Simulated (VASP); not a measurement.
Set up this calculation in VASP 6.6.1, as the native input.

| Item | Value |
| --- | --- |
| Task | relaxation of cell and atoms |
| Functional | PBEsol |
| Potentials or basis | VASP PAW PBE potentials, release 64 (N_h) |
| Cutoff | 910 eV |
| k mesh | 6 × 6 × 4 |
| Occupations | gaussian, width 0.02 eV |
| Spin | no spin polarisation |
| Dipole correction | no |
| Further INCAR settings | ALGO = Normal; EDIFF = 1e-07; IBRION = 2; EDIFFG = -0.005; NSW = 100; ISIF = 3 |

The structure of N lies in POSCAR:

```
N
1.0
    4.3671138075      0.0000000000      0.0000000000
   -2.1835569037      3.7820314985      0.0000000000
    0.0000000000      0.0000000000      7.4219008384
N
4
Direct
    0.3333333333      0.6666666667      0.3241071911
    0.3333333333      0.6666666667      0.1758928089
    0.6666666667      0.3333333333      0.8241071911
    0.6666666667      0.3333333333      0.6758928089
```

One way to write it, as run:

INCAR

```
SYSTEM = N
  PREC = Accurate
  ENCUT = 910
  EDIFF = 1E-7
  ISMEAR = 0
  SIGMA = 0.02
  LREAL = .FALSE.
  LASPH = .TRUE.
  NELM = 120
  ALGO = Normal
  ISIF = 3
  LWAVE = .FALSE.
  LCHARG = .FALSE.
  GGA = PS
  IBRION = 2
  NSW = 100
  EDIFFG = -0.005
  GGA_COMPAT = .FALSE.
  NELMIN = 4
```

KPOINTS

```
Automatic mesh
0
G
  6 6 4
  0 0 0
```

Potentials or basis: VASP PAW PBE potentials, release 64 (N_h).

Launch:

```console
$ cat potpaw_PBE.64/N_h/POTCAR > POTCAR
$ mpirun -np 1 vasp_std > vasp.out
```

It gave:

```
Relaxed volume                        : 28.45 Å³/atom
Relaxed cell                          : a = 4.264 Å, b = 4.264 Å, c = 7.227 Å, α = 90.00°, β = 90.00°, γ = 120.00°
Space group after relaxing (to 0.1 Å) : P6_3/mmc (No. 194)
Energy gained by relaxing             : 1.0 meV/atom
Ionic steps                           : 12
Pressure after relaxing               : 0.0 GPa
Largest force after relaxing          : 0.004 eV/Å
Band gap on the k mesh                : 7.25 eV (least direct gap 7.50 eV)
```

Caveat: the cutoff is under 1.25 times the usual one of these potentials, so pressure, stress and relaxed cells hold a basis-set (Pulay) error; this functional lacks dispersion, which holds the molecules together, so the pressure and a relaxed volume are unreliable; the PAW data sets were made with another functional, which shifts forces and pressure a little.

It took 5.1 min on 1 thread of Intel(R) Xeon(R) 6975P-C (Granite Rapids), on a shared host, peak memory 0.47 GiB.
